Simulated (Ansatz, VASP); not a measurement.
**Ga2SnTe2 in VASP and in Ansatz**

The input INCAR:

```
SYSTEM = Ga2SnTe2
  PREC = Accurate
  ENCUT = 600
  EDIFF = 1E-6
  ISMEAR = 0
  SIGMA = 0.1
  LREAL = .False.
  LASPH = .True.
  NELM = 60
  ALGO = Fast
  ISIF = 3
  LWAVE = .False.
  LCHARG = .False.
  GGA = PE
  IBRION = 2
  NSW = 90
  EDIFFG = -0.04
```

KPOINTS

```
regular mesh
0
Gamma
  4 4 4
  0 0 0
```

POSCAR

```
Ga2SnTe2
1.0
    5.0263094700      0.0000000000      0.0000000000
    0.0000000000      5.0263094700      0.0000000000
    0.0000000000      0.0000000000      6.0909030200
Ga Sn Te
2 1 2
Direct
    0.0000000000      0.5000000000      0.5000000000
    0.5000000000      0.0000000000      0.5000000000
    0.0000000000      0.0000000000      0.5000000000
    0.5000000000      0.5000000000      0.2942339300
    0.5000000000      0.5000000000      0.7057660700
```

Input for Ansatz:

```yaml
crystal:
  lattice:
    - [5.02630947, 0.0, 0.0]
    - [0.0, 5.02630947, 0.0]
    - [0.0, 0.0, 6.09090302]
  atoms:
    - { symbol: Ga, position: [0.0, 0.5, 0.5] }
    - { symbol: Ga, position: [0.5, 0.0, 0.5] }
    - { symbol: Sn, position: [0.0, 0.0, 0.5] }
    - { symbol: Te, position: [0.5, 0.5, 0.29423393] }
    - { symbol: Te, position: [0.5, 0.5, 0.70576607] }
basis:
  ecutwfc: 420
kpoints:
  mp_grid: { grid: [4, 4, 4] }
hamiltonian:
  xc: pbe
scf:
  occupations: { method: gaussian, width: 0.1 }
  lower_state_search: "off"
output:
  forces: true
  stress: true
  eigenvalues: true
relax:
  adjacent_minimum: "off"
  f_tol: 0.04
  max_steps: 70
  cell: { stress_tol: 0.4 }
```

Alike in both runs: task relaxation of cell and atoms; functional PBE; k mesh 4 × 4 × 4; occupations gaussian, width 0.1 eV; no spin polarisation.

```csv
,VASP,Ansatz
version,VASP 6.6.1,Ansatz 0.2.0
potentials or method,"VASP PAW PBE potentials, release 64 (Ga_d, Sn_d, Te), cutoff 600 eV","scalar-relativistic, plane waves, PAW"
valence electrons in the cell,52,72
```

VASP gave:

```
gap on the k mesh at the Fermi level, each at its own relaxed structure (eV) : none
relaxed volume (Å³/atom)                                                     : 36.79
relaxed length of the cell vector where the two differ most in proportion (Å)              : 6.148
```

**Question.** What did Ansatz give for the same quantities?

**Answer.** gap on the k mesh at the Fermi level, each at its own relaxed structure (eV): none; relaxed volume (Å³/atom): 36.68; relaxed length of the cell vector where the two differ most in proportion (Å): 6.137.

A gap of «none» marks a metal or a gap that the smearing closes. VASP's potentials hold 52 valence electrons a cell and Ansatz's 72, so a difference there can come from the potentials and not from the codes.

Spin-orbit coupling is off throughout. Noted on VASP's run: the volume moved by over 15 % at a fixed basis, so the end points are rough.
